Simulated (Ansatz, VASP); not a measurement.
One calculation of WSe2, two programs

```
CELL_PARAMETERS angstrom
3.29575 0.00000 0.00000
-1.64787 2.85420 0.00000
0.00000 0.00000 7.41841
ATOMIC_POSITIONS crystal
W 0.00000 0.00000 0.00000
Se 0.33333 0.66667 0.76770
Se 0.66667 0.33333 0.23230
```

Alike in both runs: task relaxation of cell and atoms; functional PBE; k mesh 18 × 18 × 6; occupations gaussian, width 0.1 eV; no spin polarisation.

```csv
,VASP,Ansatz
version,VASP 6.6.1,Ansatz 0.2.0
potentials or method,"VASP PAW PBE potentials, release 64 (W_sv, Se), cutoff 600 eV","scalar-relativistic, plane waves, PAW"
valence electrons in the cell,26,46
```

```tsv
	VASP	Ansatz	Ansatz less VASP
gap on the k mesh at the Fermi level, each at its own relaxed structure (eV)	none	none	-
relaxed volume (Å³/atom)	23.28	23.18	-0.099
relaxed length of the cell vector where the two differ most in proportion (Å)	7.413	7.390	-0.0224
```

A gap of «none» marks a metal or a gap that the smearing closes. VASP's potentials hold 26 valence electrons a cell and Ansatz's 46, so a difference there can come from the potentials and not from the codes.

Spin-orbit coupling is off throughout.
